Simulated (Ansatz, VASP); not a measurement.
# One calculation of B4C3, two programs

```
CELL_PARAMETERS angstrom
3.85521 0.00000 0.00000
0.00000 3.85521 0.00000
0.00000 0.00000 3.85521
ATOMIC_POSITIONS crystal
B 0.20000 0.20000 0.80000
B 0.80000 0.80000 0.80000
B 0.20000 0.80000 0.20000
B 0.80000 0.20000 0.20000
C 0.00000 0.00000 0.50000
C 0.50000 0.00000 0.00000
C 0.00000 0.50000 0.00000
```

Alike in both runs: functional PBE; k mesh 6 × 6 × 6; occupations gaussian, width 0.1 eV; no spin polarisation.

Ansatz relaxed the structure, and its values are those at the end. VASP's run is a single point on that final structure, the one shown.

```csv
,VASP,Ansatz
version,VASP 6.6.1,Ansatz 0.2.0
potentials or method,"VASP PAW PBE potentials, release 64 (B, C), cutoff 520 eV","scalar-relativistic, plane waves, PAW"
valence electrons in the cell,24,24
```

```tsv
	VASP	Ansatz	Ansatz less VASP
gap on the k mesh at the Fermi level (eV)	none	none	-
pressure (GPa)	0.4	0.2	-0.16
rms of the force components (eV/Å)	0.010	0.009	-0.0007
```

A gap of «none» marks a metal or a gap that the smearing closes.
